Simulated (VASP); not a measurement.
# Zn4HSe4 (a cell with a defect): single point with PBEsol

The system is Zn4HSe4 (a cell with a defect).

```xyz
9
Lattice="-4.0256 -4.0256 0.0000 -4.0256 4.0256 0.0000 4.0256 0.0000 -5.5406" Properties=species:S:1:pos:R:3 pbc="T T T"
Zn   -4.0256    0.0000    0.0000
Zn    0.0000    0.0000    0.0000
Zn   -2.0128    2.0128    0.0000
Zn   -2.0128   -2.0128    0.0000
Se    0.0000    2.0128   -4.0575
Se    0.0000   -2.0128   -4.0575
Se   -6.0385    0.0000   -1.4831
Se   -2.0128    0.0000   -1.4831
H    -2.6959    2.0128    2.3256
```

```json
{"Program": "VASP 6.6.1", "Task": "single point", "Functional": "PBEsol", "Potentials or basis": "VASP PAW PBE potentials, release 64 (Zn, Se, H)", "Cutoff": "520 eV", "k mesh": "6 × 6 × 6", "Occupations": "gaussian, width 0.05 eV", "Spin": "no spin polarisation", "Dipole correction": "no", "Charge": "1", "Further INCAR settings": "ALGO = Normal; EDIFF = 1e-07; NBANDS = 46; NELECT = 72.0"}
```

* Largest force: 1.348 eV/Å

Forces in eV/Å, atoms in the order of the input:
```
Zn   0.081 -0.355 -0.181
Zn   0.081  0.355 -0.181
Zn   0.409  0.000 -0.559
Zn  -1.096  0.000 -0.784
Se   0.649  0.000  1.130
Se   0.127  0.000  0.207
Se   0.163  0.189  0.232
Se   0.163 -0.189  0.232
H   -0.577  0.000 -0.097
```

Levels at points of the mesh, in eV from the Fermi level:
```csv
k point,band 33,band 34,band 35,band 36,band 37,band 38,band 39,band 40
"(0.00, 0.00, 0.00)",-2.69,-0.65,-0.27,-0.22,0.82,1.67,2.54,3.36
"(0.50, 0.00, 0.00)",-1.73,-1.58,-1.30,-0.97,1.90,3.81,3.90,4.02
"(0.00, 0.50, 0.50)",-1.70,-1.62,-1.48,-1.02,2.01,3.81,3.94,3.97
"(0.50, 0.50, 0.00)",-1.04,-1.02,-0.99,-0.92,1.01,2.25,2.94,3.57
"(0.50, 0.50, 0.50)",-1.09,-1.01,-0.98,-0.84,1.05,2.30,3.38,3.46
"(0.00, 0.00, 0.50)",-2.21,-1.93,-1.05,-0.84,1.03,1.96,2.64,2.77
```

Wall time 12 min on 1 thread of AMD EPYC 7R43 64-Core Processor (Zen 3) (shared host), peak memory 0.58 GiB.

Caveat: the cell carries a net charge on a neutralising background, which shifts energy and pressure; the cell is charged against a uniform background, so pressure and absolute levels hang on convention; the PAW data sets were made with another functional, which shifts forces and pressure a little.
